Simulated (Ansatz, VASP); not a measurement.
One calculation of La, two programs

Contents of INCAR:

```
PREC = Accurate
ENCUT = 520
EDIFF = 1E-6
ISMEAR = -1
SIGMA = 0.05
LREAL = F
LASPH = T
NELM = 150
ALGO = Normal
ISIF = 2
LWAVE = F
LCHARG = F
LMAXMIX = 6
LDAU = T
LDAUTYPE = 2
LDAUL = 3
LDAUU = 8
LDAUJ = 0
LDAUPRINT = 1
GGA = PS
NBANDS = 18
```

KPOINTS

```
Automatic mesh
0
Gamma
  8 8 5
```

Contents of POSCAR:

```
La
1.0
    3.7500000000      0.0000000000      0.0000000000
   -1.8750000000      3.2475952642      0.0000000000
    0.0000000000      0.0000000000      6.0700000000
La
2
Direct
    0.6666666667      0.3333333333      0.7500000000
    0.3333333333      0.6666666667      0.2500000000
```

The input input.yaml:

```yaml
crystal:
  lattice:
    - [3.75, 0.0, 0.0]
    - [-1.875, 3.2475952642, 0.0]
    - [0.0, 0.0, 6.07]
  atoms:
    - { symbol: La, position: [0.6666666667, 0.3333333333, 0.75] }
    - { symbol: La, position: [0.3333333333, 0.6666666667, 0.25] }
kpoints:
  mp_grid: { grid: [8, 8, 5] }
scf:
  occupations: { method: fermi_dirac, width: 0.05 }
hamiltonian:
  xc: pbesol
  pseudopotentials: { kind: all_electron, lapw: { basis_error: 0.001 } }
  hubbard:
    sites: [{ species: La, l: f, u_eff: 8 }]
    double_counting: fll
    projectors: ortho-atomic
output:
  forces: true
  stress: true
  eigenvalues: true
  dos: { projected: false, de: 0.2, e_range: [-14, 10] }
  hubbard: {}
```

Alike in both runs: functional PBEsol; k mesh 8 × 8 × 5; occupations fermi-dirac, width 0.05 eV; no spin polarisation; Hubbard terms La f U = 8.0 eV.

|  | VASP | Ansatz |
| --- | --- | --- |
| version | VASP 6.6.1 | Ansatz 0.2.0 |
| potentials or method | VASP PAW PBE potentials, release 64 (La), cutoff 520 eV | all-electron LAPW, scalar-relativistic |
| task | single point | density of states |

Ansatz gave:

```
gap on the k mesh at the Fermi level (eV)                     : none
pressure (GPa)                                                : 0.6
traceless stress, the component that is largest in VASP (GPa) : 0.27
```

**Question.** Which values does VASP return?

**Answer.** gap on the k mesh at the Fermi level (eV): none; pressure (GPa): 0.2; traceless stress, the component that is largest in VASP (GPa): 0.17.

VASP's potentials were made for PBE, not for PBEsol. The programs project onto different local orbitals, so the same U acts differently, and such runs can settle in different states. A gap of «none» marks a metal or a gap that the smearing closes. Ansatz ran all-electron here, and VASP with PAW potentials.

Neither program's run includes spin-orbit coupling. Noted on Ansatz's run: U is the effective U less J, on atomic orbitals that reach past the spheres.
